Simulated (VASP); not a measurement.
# MoS2 (P-3m1) in VASP: further runs

Aim: see how the results for MoS2 move with the level of theory and the settings. Levels: PBE, PBEsol. Tasks: single point, relaxation of cell and atoms.

Everything below comes from runs of VASP 6.6.1. Logs are shortened: lines on timing, memory, paths and dates and some standing lists are left out, and cuts for length are marked.

### Step 1. The cell of the first run

It takes space group P-3m1 (No. 164, trigonal). Conventional cell: a = 3.192 Å, b = 3.192 Å, c = 6.949 Å, α = 90.00°, β = 90.00°, γ = 120.00°. Mo (site symmetry -3m) has 6 S at 2.43 Å and 6 Mo at 3.19 Å within 3.2 Å. Within 3.2 Å of S (site symmetry 3m) lie 3 Mo at 2.43 Å and 6 S at 3.19 Å.

### Step 2. Single point, PBE

INCAR reads:

```
SYSTEM = MoS2
  ALGO = Normal
  EDIFF = 1E-6
  ENCUT = 520
  GGA = PE
  ISIF = 2
  ISMEAR = -1
  LASPH = .True.
  LCHARG = .True.
  LELF = .True.
  LREAL = .False.
  LVHAR = .True.
  LWAVE = .False.
  NBANDS = 20
  NELM = 60
  PREC = Accurate
  SIGMA = 0.05
```

KPOINTS reads:

```
k-points
0
Gamma
  9 9 4
  0 0 0
```

POSCAR reads:

```
MoS2
1.0
    3.1923096964      0.0000000000      0.0000000000
   -1.5961548482      2.7646212938      0.0000000000
    0.0000000000      0.0000000000      6.9485655483
Mo S
1 2
Direct
    0.0000000000      0.0000000000      0.5000000000
    0.6666666667      0.3333333333      0.7278924991
    0.3333333333      0.6666666667      0.2721075009
```

Potentials or basis: VASP PAW PBE potentials, release 64 (Mo_sv, S).

Launch:

```bash
> cat potpaw_PBE.64/Mo_sv/POTCAR potpaw_PBE.64/S/POTCAR > POTCAR
> mpirun -np 1 vasp_std > vasp.out
```

OUTCAR:

```text
SYSTEM = MoS2
   EDIFF = 1E-6
   ENCUT = 520
   GGA = PE
   ISIF = 2
   ISMEAR = -1
   LASPH = .True.
   LREAL = .False.
   NELM = 60
   PREC = Accurate

 ion  position               nearest neighbor table
   1  0.000  0.000  0.500-   2 2.43   3 2.43   3 2.43   2 2.43   2 2.43   3 2.43
   2  0.667  0.333  0.728-   1 2.43   1 2.43   1 2.43
   3  0.333  0.667  0.272-   1 2.43   1 2.43   1 2.43

  LATTYP: Found a hexagonal cell.
 ALAT       =     3.1923096964
 C/A-ratio  =     2.1766577209

  Lattice vectors:

 A1 = (   3.1923096964,   0.0000000000,   0.0000000000)
 A2 = (  -1.5961548482,   2.7646212938,   0.0000000000)
 A3 = (   0.0000000000,   0.0000000000,   6.9485655483)

Analysis of symmetry for initial positions (statically):
=====================================================================
 Subroutine PRICEL returns:
 Original cell was already a primitive cell.

 Routine SETGRP: Setting up the symmetry group for a
 hexagonal supercell.

 Subroutine GETGRP returns: Found 12 space group operations
 (whereof 12 operations were pure point group operations)
 out of a pool of 24 trial point group operations.

The static configuration has the point symmetry D_3d.

Analysis of symmetry for dynamics (positions and initial velocities):
=====================================================================
 Subroutine PRICEL returns:
 Original cell was already a primitive cell.

 Routine SETGRP: Setting up the symmetry group for a
 hexagonal supercell.

 Subroutine GETGRP returns: Found 12 space group operations
 (whereof 12 operations were pure point group operations)
 out of a pool of 24 trial point group operations.

The dynamic configuration has the point symmetry D_3d.

 Subroutine INISYM returns: Found 12 space group operations
 (whereof 12 operations are pure point group operations),
 and found     1 'primitive' translations

----------------------------------------------------------------------------------------

                                     Primitive cell

  volume of cell :      61.3248

  direct lattice vectors                    reciprocal lattice vectors
     3.192309696  0.000000000  0.000000000     0.313252815  0.180856597  0.000000000
    -1.596154848  2.764621294  0.000000000     0.000000000  0.361713195  0.000000000
     0.000000000  0.000000000  6.948565548     0.000000000  0.000000000  0.143914595

[... 70 lines left out ...]
   dimension x,y,z NGX =    24 NGY =   24 NGZ =   54
   dimension x,y,z NGXF=    48 NGYF=   48 NGZF=  108
   ions per type =               1   2
   NGX,Y,Z   is equivalent  to a cutoff of  12.50, 12.50, 12.92 a.u.
   NGXF,Y,Z  is equivalent  to a cutoff of  25.00, 25.00, 25.84 a.u.
 SYSTEM =  MoS2
   PREC   = accura    normal or accurate (medium, high low for compatibility)
   ISTART =      0    job   : 0-new  1-cont  2-samecut
   ICHARG =      2    charge: 1-file 2-atom 10-const
   ISPIN  =      1    spin polarized calculation?
   LNONCOLLINEAR =      F non collinear calculations
   LSORBIT =      F    spin-orbit coupling
   LASPH  =      T    aspherical Exc in radial PAW
   ENCUT  =  520.0 eV  38.22 Ry    6.18 a.u.   5.94  5.94 12.92*2*pi/ulx,y,z
   NELM   =     60;   NELMIN=  2; NELMDL= -5     # of ELM steps
   EDIFF  = 0.1E-05   stopping-criterion for ELM
   LREAL  =      F    real-space projection
   EDIFFG = 0.1E-04   stopping-criterion for IOM
   NSW    =      0    number of steps for IOM
   IBRION =     -1    ionic relax: 0-MD 1-quasi-New 2-CG
   NFREE  =      0    steps in history (QN), initial steepest desc. (CG)
   ISIF   =      2    stress and relaxation
   ISYM   =      2    0-nonsym 1-usesym 2-fastsym
   POTIM  = 0.5000    time-step for ionic-motion
   TEBEG  =    0.0;   TEEND  =   0.0 temperature during run
   PSTRESS=    0.0 pullay stress
   NELECT =      26.0000    total number of electrons
   NUPDOWN=      -1.0000    fix difference up-down
   EMIN   =  10.00;   EMAX   =-10.00  energy-range for DOS
   EFERMI =   0.00;   METHOD = LEGACY
   ISMEAR =    -1;   SIGMA  =   0.05  broadening in eV -4-tet -1-fermi 0-gaus
   EFERMI_NEDOS =   21; number of points for ismear=-14 and -15
   IALGO  =     38    algorithm
   IMIX   =      4    mixing-type and parameters
     AMIX     =   0.40;   BMIX     =  1.00
     AMIX_MAG =   1.60;   BMIX_MAG =  1.00
  volume/ion in A,a.u.               =      20.44       137.95
  Fermi-wavevector in a.u.,A,eV,Ry     =   1.229855  2.324089 20.579410  1.512544
  Thomas-Fermi vector in A             =   2.364726
   LORBIT       =      0    0 simple, 1 ext, 2 COOP (PROOUT), +10 PAW based schemes
   GGA     = PE    functional components
[... 5 lines left out ...]
 non-spin polarized calculation
  energy-cutoff  :      520.00
  volume of cell :       61.32
 maximum number of plane-waves:      1676
   NGX = 11   NGY = 11   NGZ = 25

 number of electron      25.9999999 magnetization

 Free energy of the ion-electron system (eV)
  ---------------------------------------------------
  ext. energy  EPLUGINS =         0.00000000
  ---------------------------------------------------
  free energy    TOTEN  =       -21.03081227 eV

  energy without entropy =      -21.02337516  energy(sigma->0) =      -21.02709372

 E-fermi :   6.0151     XC(G=0):  -9.9077

 val. band max:        5.9379459151   @ k =   0.3333   0.2222   0.0000
 cond. band min:       6.0285532863   @ k =   0.2222   0.2222   0.5000
 fundamental gap:      0.0906073712
 Fermi energy:         6.0150504474

 k-point     1 :       0.0000    0.0000    0.0000
  band No.  band energies     occupation
      1     -55.7172      2.00000
      2     -29.7536      2.00000
      3     -29.6970      2.00000
      4     -29.6970      2.00000
      5      -8.7253      2.00000
      6      -7.5179      2.00000
[... 541 lines left out ...]
     19      13.7606      0.00000
     20      14.4141      0.00000

 [... further k-points ...]
[... 5 lines left out ...]
  --------------------------------------------------------------------------------------
  -------------------------------------------------------------------------------------
  Total       -0.0227701     -0.0227701     -0.0315875      0.0000000     -0.0000000      0.0000000
  in kB       -0.5948950     -0.5948950     -0.8252587      0.0000000     -0.0000000      0.0000000
  external PRESSURE =      -0.6716829 kB  Pullay stress =       0.0000000 kB

 VOLUME and BASIS-vectors are now :
 -----------------------------------------------------------------------------
  energy-cutoff  :      520.00
  volume of cell :       61.32
      direct lattice vectors                 reciprocal lattice vectors
     3.192309696  0.000000000  0.000000000     0.313252815  0.180856597  0.000000000
    -1.596154848  2.764621294  0.000000000     0.000000000  0.361713195  0.000000000
     0.000000000  0.000000000  6.948565548     0.000000000  0.000000000  0.143914595

 POSITION                                       TOTAL-FORCE (eV/Angst)
 -----------------------------------------------------------------------------------
      0.00000      0.00000      3.47428         0.000000      0.000000      0.000000
      1.59615      0.92154      5.05781        -0.000000      0.000000     -0.005165
     -0.00000      1.84308      1.89076         0.000000     -0.000000      0.005165
 -----------------------------------------------------------------------------------
    total drift:                                0.000000      0.000000      0.000000

  FREE ENERGIE OF THE ION-ELECTRON SYSTEM (eV)
  ---------------------------------------------------
  free  energy   TOTEN  =       -21.0308122714 eV

  energy  without entropy=      -21.0233751615  energy(sigma->0) =      -21.02709372
```

OSZICAR:

```text
N       E                     dE             d eps       ncg     rms          rms(c)
DAV:   1     0.184852455846E+03    0.18485E+03   -0.14993E+04  1888   0.121E+03
DAV:   2    -0.154048242700E+02   -0.20026E+03   -0.19568E+03  2112   0.308E+02
DAV:   3    -0.225734286133E+02   -0.71686E+01   -0.70940E+01  2184   0.547E+01
DAV:   4    -0.226656497883E+02   -0.92221E-01   -0.92145E-01  2072   0.636E+00
DAV:   5    -0.226674581951E+02   -0.18084E-02   -0.18083E-02  2168   0.861E-01    0.224E+01
DAV:   6    -0.216843008428E+02    0.98316E+00   -0.16817E+01  1808   0.215E+01    0.946E+00
DAV:   7    -0.211952414876E+02    0.48906E+00   -0.73172E+00  1788   0.138E+01    0.594E+00
DAV:   8    -0.210307510858E+02    0.16449E+00   -0.91385E-01  1856   0.515E+00    0.173E+00
DAV:   9    -0.210323897590E+02   -0.16387E-02   -0.34982E-02  2004   0.113E+00    0.637E-01
DAV:  10    -0.210309093152E+02    0.14804E-02   -0.17245E-02  1896   0.792E-01    0.163E-01
DAV:  11    -0.210308179564E+02    0.91359E-04   -0.99936E-04  1964   0.203E-01    0.650E-02
DAV:  12    -0.210307879195E+02    0.30037E-04   -0.98247E-05  1964   0.637E-02    0.285E-02
DAV:  13    -0.210308124360E+02   -0.24517E-04   -0.84628E-05  1788   0.544E-02    0.131E-02
DAV:  14    -0.210308122714E+02    0.16459E-06   -0.64125E-06  2040   0.155E-02
   1 F= -.21030812E+02 E0= -.21027094E+02  d E =-.743711E-02
```

stdout:

```text
POSCAR found type information on POSCAR MoS
 POSCAR found :  2 types and       3 ions
 scaLAPACK will be used
 LDA part: xc-table for (Slater+PW92), standard interpolation
 POSCAR, INCAR and KPOINTS ok, starting setup
 FFT: planning ... GRIDC
 FFT: planning ... GRID_SOFT
 FFT: planning ... GRID
 WAVECAR not read
 entering main loop
```

It took 22 s on 1 thread of Intel Xeon 6975P-C, shared host; peak memory 0.2 GiB.

What came out:

| Property | Result |
| --- | --- |
| Free energy | -21.0308 eV |
| Pressure | -0.1 GPa |
| Largest force | 0.005 eV/Å |
| Band gap on the k mesh | zero (band 13 reaches 6.68 eV, above the bottom of band 14 at 5.85 eV) |

Forces in eV/Å, atoms in the order of the input:
```
Mo   0.000  0.000  0.000
S    0.000  0.000 -0.005
S    0.000  0.000  0.005
```

Caveat: this functional lacks dispersion, which binds the layers, so the pressure and a relaxed spacing across them are unreliable.

[end of part 1 of 3]
